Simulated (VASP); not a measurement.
# WC (P1) in VASP: notebook

The runs below take WC through single point, with LDA.

Program: VASP 6.6.1. These are calculated values, not measurements. Logs are shortened: lines on timing, memory, paths and dates and some standing lists are left out, and cuts for length are marked.

## 1. The cell of the first run

The typed cell holds 2 atoms: a = 3.101 Å, b = 3.101 Å, c = 3.101 Å, α = 60.00°, β = 60.00°, γ = 60.00°.

## 2. Single point, LDA

INCAR reads:

```
SYSTEM = WC
PREC = Accurate
ENCUT = 520
EDIFF = 1E-7
ISMEAR = -1
SIGMA = 0.15
LREAL = .FALSE.
LASPH = .TRUE.
NELM = 80
ALGO = Normal
ISIF = 2
LWAVE = .FALSE.
LCHARG = .FALSE.
NBANDS = 16
```

KPOINTS reads:

```
Automatic mesh
0
G
  8 8 8
  0 0 0
```

POSCAR reads:

```
WC
1.0
    0.0000000000      2.1926800000      2.1926800000
    2.1926800000      0.0000000000      2.1926800000
    2.1926800000      2.1926800000      0.0000000000
W C
1 1
Direct
    0.9985400000      0.0177800000      0.9937700000
    0.4918800000      0.5087100000      0.5022500000
```

Potentials or basis: VASP PAW LDA potentials, release 64 (W_sv, C).

The run is started by

```sh
cat potpaw_LDA.64/W_sv/POTCAR potpaw_LDA.64/C/POTCAR > POTCAR
mpirun -np 1 vasp_std > vasp.out
```

OUTCAR:

```text
SYSTEM = WC
   PREC = Accurate
   ENCUT = 520
   EDIFF = 1E-7
   ISMEAR = -1
   LREAL = .FALSE.
   LASPH = .TRUE.
   NELM = 80
   ISIF = 2

 ion  position               nearest neighbor table
   1  0.999  0.018  0.994-   2 2.16   2 2.19   2 2.19   2 2.19   2 2.20   2 2.23
   2  0.492  0.509  0.502-   1 2.16   1 2.19   1 2.19   1 2.19   1 2.20   1 2.23

  LATTYP: Found a face centered cubic cell.
 ALAT       =     4.3853600000

  Lattice vectors:

 A1 = (   0.0000000000,   2.1926800000,   2.1926800000)
 A2 = (   2.1926800000,   0.0000000000,   2.1926800000)
 A3 = (   2.1926800000,   2.1926800000,   0.0000000000)

Analysis of symmetry for initial positions (statically):
=====================================================================
 Subroutine PRICEL returns:
 Original cell was already a primitive cell.

 Routine SETGRP: Setting up the symmetry group for a
 face centered cubic supercell.

 Subroutine GETGRP returns: Found  1 space group operations
 (whereof  1 operations were pure point group operations)
 out of a pool of 48 trial point group operations.

The static configuration has the point symmetry C_1 .

Analysis of symmetry for dynamics (positions and initial velocities):
=====================================================================
 Subroutine PRICEL returns:
 Original cell was already a primitive cell.

 Routine SETGRP: Setting up the symmetry group for a
 face centered cubic supercell.

 Subroutine GETGRP returns: Found  1 space group operations
 (whereof  1 operations were pure point group operations)
 out of a pool of 48 trial point group operations.

The dynamic configuration has the point symmetry C_1 .

 Subroutine INISYM returns: Found  1 space group operations
 (whereof  1 operations are pure point group operations),
 and found     1 'primitive' translations

----------------------------------------------------------------------------------------

                                     Primitive cell

  volume of cell :      21.0841

  direct lattice vectors                    reciprocal lattice vectors
     0.000000000  2.192680000  2.192680000    -0.228031450  0.228031450  0.228031450
     2.192680000  0.000000000  2.192680000     0.228031450 -0.228031450  0.228031450
     2.192680000  2.192680000  0.000000000     0.228031450  0.228031450 -0.228031450

  length of vectors
     3.100917794  3.100917794  3.100917794     0.394962057  0.394962057  0.394962057

  position of ions in fractional coordinates (direct lattice)
     0.998540000  0.017780000  0.993770000
     0.491880000  0.508710000  0.502250000

  ion indices of the primitive-cell ions
   primitive index   ion index
                 1           1
                 2           2

----------------------------------------------------------------------------------------

 KPOINTS: Automatic mesh

Automatic generation of k-mesh.
 Grid dimensions read from file:
 generate k-points for:    8    8    8

 Generating k-lattice:

  Cartesian coordinates                     Fractional coordinates (reciprocal lattice)
    -0.028503931  0.028503931  0.028503931     0.125000000  0.000000000  0.000000000
     0.028503931 -0.028503931  0.028503931     0.000000000  0.125000000  0.000000000
     0.028503931  0.028503931 -0.028503931     0.000000000  0.000000000  0.125000000

  Length of vectors
     0.049370257  0.049370257  0.049370257

  Shift w.r.t. Gamma in fractional coordinates (k-lattice)
     0.000000000  0.000000000  0.000000000

 Subroutine IBZKPT returns following result:
 ===========================================

 Found    260 irreducible k-points:

 Following reciprocal coordinates:
            Coordinates               Weight
  0.000000  0.000000  0.000000      1.000000
  0.125000  0.000000  0.000000      2.000000
  0.000000  0.125000  0.000000      2.000000
  0.000000  0.000000  0.125000      2.000000
  0.125000  0.125000  0.125000      2.000000
  0.250000  0.000000  0.000000      2.000000
[... 16 lines left out ...]
  0.125000  0.000000  0.250000      2.000000
  0.125000  0.125000 -0.125000      2.000000
 [... further k-points ...]
   k-points           NKPTS =    260   k-points in BZ     NKDIM =    260   number of bands    NBANDS=     16
   number of dos      NEDOS =    301   number of ions     NIONS =      2
   total plane-waves  NPLWV =  13824
   dimension x,y,z NGX =    24 NGY =   24 NGZ =   24
   dimension x,y,z NGXF=    48 NGYF=   48 NGZF=   48
   ions per type =               1   1
   NGX,Y,Z   is equivalent  to a cutoff of  12.87, 12.87, 12.87 a.u.
   NGXF,Y,Z  is equivalent  to a cutoff of  25.73, 25.73, 25.73 a.u.
 SYSTEM =  WC
   PREC   = accura    normal or accurate (medium, high low for compatibility)
   ISTART =      0    job   : 0-new  1-cont  2-samecut
   ICHARG =      2    charge: 1-file 2-atom 10-const
   ISPIN  =      1    spin polarized calculation?
   LNONCOLLINEAR =      F non collinear calculations
   LSORBIT =      F    spin-orbit coupling
   LASPH  =      T    aspherical Exc in radial PAW
   ENCUT  =  520.0 eV  38.22 Ry    6.18 a.u.   5.77  5.77  5.77*2*pi/ulx,y,z
   NELM   =     80;   NELMIN=  2; NELMDL= -5     # of ELM steps
   EDIFF  = 0.1E-06   stopping-criterion for ELM
   LREAL  =      F    real-space projection
   EDIFFG = 0.1E-05   stopping-criterion for IOM
   NSW    =      0    number of steps for IOM
   IBRION =     -1    ionic relax: 0-MD 1-quasi-New 2-CG
   NFREE  =      0    steps in history (QN), initial steepest desc. (CG)
   ISIF   =      2    stress and relaxation
   ISYM   =      2    0-nonsym 1-usesym 2-fastsym
   POTIM  = 0.5000    time-step for ionic-motion
   TEBEG  =    0.0;   TEEND  =   0.0 temperature during run
   PSTRESS=    0.0 pullay stress
   NELECT =      18.0000    total number of electrons
   NUPDOWN=      -1.0000    fix difference up-down
   EMIN   =  10.00;   EMAX   =-10.00  energy-range for DOS
   EFERMI =   0.00;   METHOD = LEGACY
   ISMEAR =    -1;   SIGMA  =   0.15  broadening in eV -4-tet -1-fermi 0-gaus
   EFERMI_NEDOS =   21; number of points for ismear=-14 and -15
   IALGO  =     38    algorithm
   IMIX   =      4    mixing-type and parameters
     AMIX     =   0.40;   BMIX     =  1.00
     AMIX_MAG =   1.60;   BMIX_MAG =  1.00
  volume/ion in A,a.u.               =      10.54        71.14
  Fermi-wavevector in a.u.,A,eV,Ry     =   1.553032  2.934805 32.816007  2.411908
  Thomas-Fermi vector in A             =   2.657321
   LORBIT       =      0    0 simple, 1 ext, 2 COOP (PROOUT), +10 PAW based schemes
   GGA     = CA    functional components
   LHFCALC =     F    Hartree Fock is set to
   AEXX    =    0.0000 exact exchange contribution
   IVDW    =     0    specifies the selected vdW correction
   LEPSILON=     F    determine dielectric tensor
   LRPA    =     F    only Hartree local field effects (RPA)
 non-spin polarized calculation
  energy-cutoff  :      520.00
  volume of cell :       21.08
 maximum number of plane-waves:       588
   NGX = 11   NGY = 11   NGZ = 11

 number of electron      18.0000001 magnetization

 Free energy of the ion-electron system (eV)
  ---------------------------------------------------
  ext. energy  EPLUGINS =         0.00000000
  ---------------------------------------------------
  free energy    TOTEN  =       -23.80513970 eV

  energy without entropy =      -23.72043218  energy(sigma->0) =      -23.76278594

 E-fermi :  12.3370     XC(G=0): -13.8936

 val. band max:       12.3115465860   @ k =   0.0000   0.2500  -0.3750
 cond. band min:      12.3456034694   @ k =   0.2500   0.0000   0.0000
 fundamental gap:      0.0340568834
 Fermi energy:        12.3370040359

 k-point     1 :       0.0000    0.0000    0.0000
  band No.  band energies     occupation
      1     -62.6642      2.00000
      2     -26.9185      2.00000
      3     -26.9176      2.00000
      4     -26.9176      2.00000
      5      -3.3305      2.00000
      6       9.4933      2.00000
[... 8 lines left out ...]
     15      22.0112      0.00000
     16      35.6322      0.00000

 k-point     2 :       0.1250    0.0000    0.0000
  band No.  band energies     occupation
      1     -62.6587      2.00000
      2     -27.0090      2.00000
      3     -26.9280      2.00000
      4     -26.9274      2.00000
      5      -2.8953      2.00000
      6       8.2197      2.00000
[... 8 lines left out ...]
     15      22.9844      0.00000
     16      32.1130      0.00000

 k-point     3 :       0.0000    0.1250    0.0000
  band No.  band energies     occupation
      1     -62.6587      2.00000
      2     -27.0090      2.00000
      3     -26.9280      2.00000
      4     -26.9274      2.00000
      5      -2.8954      2.00000
      6       8.2256      2.00000
[... 8 lines left out ...]
     15      22.9844      0.00000
     16      32.1117      0.00000

 k-point     4 :       0.0000    0.0000    0.1250
  band No.  band energies     occupation
      1     -62.6587      2.00000
      2     -27.0090      2.00000
      3     -26.9280      2.00000
      4     -26.9274      2.00000
      5      -2.8954      2.00000
      6       8.2240      2.00000
[... 8 lines left out ...]
     15      22.9844      0.00000
     16      32.1121      0.00000
[... 324 lines left out ...]
 k-point    22 :       0.0000    0.2500    0.1250
  band No.  band energies     occupation
      1     -62.6460      2.00000
      2     -27.1612      2.00000
      3     -26.9814      2.00000
      4     -26.9692      2.00000
      5      -1.8966      2.00000
      6       6.0408      2.00000
[... 8 lines left out ...]
     15      24.8612      0.00000
     16      28.3331      0.00000

 k-point    23 :       0.1250    0.0000    0.2500
  band No.  band energies     occupation
      1     -62.6460      2.00000
      2     -27.1612      2.00000
      3     -26.9814      2.00000
      4     -26.9692      2.00000
      5      -1.8966      2.00000
      6       6.0405      2.00000
[... 8 lines left out ...]
     15      24.8615      0.00000
     16      28.3312      0.00000

 k-point    24 :       0.1250    0.1250   -0.1250
  band No.  band energies     occupation
      1     -62.6460      2.00000
      2     -27.1617      2.00000
      3     -26.9809      2.00000
      4     -26.9692      2.00000
      5      -1.8959      2.00000
      6       6.0382      2.00000
[... 8 lines left out ...]
     15      24.8610      0.00000
     16      28.3371      0.00000

 [... further k-points ...]

------------------------ aborting loop because EDIFF is reached ----------------------------------------

  FORCE on cell =-STRESS in cart. coord.  units (eV):
  Direction    XX          YY          ZZ          XY          YZ          ZX
  --------------------------------------------------------------------------------------
  -------------------------------------------------------------------------------------
  Total       -1.7489388     -1.7479889     -1.6687935      0.0000381      0.0020621     -0.0006850
  in kB     -132.9013660   -132.8291825   -126.8111411      0.0028962      0.1566960     -0.0520505
  external PRESSURE =    -130.8472299 kB  Pullay stress =       0.0000000 kB

 VOLUME and BASIS-vectors are now :
 -----------------------------------------------------------------------------
  energy-cutoff  :      520.00
  volume of cell :       21.08
      direct lattice vectors                 reciprocal lattice vectors
     0.000000000  2.192680000  2.192680000    -0.228031450  0.228031450  0.228031450
     2.192680000  0.000000000  2.192680000     0.228031450 -0.228031450  0.228031450
     2.192680000  2.192680000  0.000000000     0.228031450  0.228031450 -0.228031450

 POSITION                                       TOTAL-FORCE (eV/Angst)
 -----------------------------------------------------------------------------------
      2.21801      4.36850      2.22846        -0.007923      0.024496     -0.212132
      2.21671      2.17981      2.19397         0.007923     -0.024496      0.212132
 -----------------------------------------------------------------------------------
    total drift:                               -0.000020      0.000010     -0.000033

  FREE ENERGIE OF THE ION-ELECTRON SYSTEM (eV)
  ---------------------------------------------------
  free  energy   TOTEN  =       -23.8051396968 eV

  energy  without entropy=      -23.7204321820  energy(sigma->0) =      -23.76278594
```

Run time: 62 s. Hardware: 1 thread of Intel Xeon Platinum 8488C (Sapphire Rapids), shared host; peak memory 0.19 GiB.

What came out:

```yaml
Free_energy: -23.8051 eV
Pressure: -13.1 GPa
Largest_force: 0.214 eV/Å
Band_gap_on_the_k_mesh: zero (band 9 reaches 13.31 eV, above the bottom of band 10 at 10.23 eV)
```

Forces in eV/Å, atoms in the order of the input:
```
W   -0.008  0.024 -0.212
C    0.008 -0.024  0.212
```

Stress tensor (GPa, compression positive):
```
-13.29   0.00  -0.01
  0.00 -13.28   0.02
 -0.01   0.02 -12.68
```

Caveat: spin-orbit coupling is left out, which moves the levels of the heavy elements.

[end of part 1 of 2]
